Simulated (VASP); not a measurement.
A run of VASP 6.6.1:

The input INCAR:

```
  ALGO = Normal
  EDIFF = 1E-7
  ENCUT = 520
  GGA = CA
  ISIF = 2
  ISMEAR = -1
  LASPH = True
  LCHARG = False
  LREAL = False
  LWAVE = False
  NBANDS = 35
  NELM = 100
  PREC = Accurate
  SIGMA = 0.03
```

Contents of KPOINTS:

```
k-points
0
Gamma
  4 4 6
```

Contents of POSCAR:

```
SnO2
1.0
    4.7687240931      0.0000000000      0.0000000000
    0.0000000000      4.7687240931      0.0000000000
    0.0000000000      0.0000000000      3.2075026017
Sn O
2 4
Direct
    0.0000000000      0.0000000000      0.0000000000
    0.5000000000      0.5000000000      0.5000000000
    0.3056200000      0.3056200000      0.0000000000
    0.1943800000      0.8056200000      0.5000000000
    0.6943800000      0.6943800000      0.0000000000
    0.8056200000      0.1943800000      0.5000000000
```

Potentials or basis: VASP PAW LDA potentials, release 64 (Sn_d, O).

The run is started by

```console
$ cat potpaw_LDA.64/Sn_d/POTCAR potpaw_LDA.64/O/POTCAR > POTCAR
$ mpirun -np 1 vasp_std > vasp.out
```

Hardware: 1 thread of AMD EPYC 9R45 96-Core Processor (Zen 5), on a shared host.

Problem. Estimate the wall time of this run.

Solution. Run time: 28 s on 1 thread of AMD EPYC 9R45 96-Core Processor (Zen 5) (shared host), peak memory 0.15 GiB. Counts: scf iterations 14, k points 24.
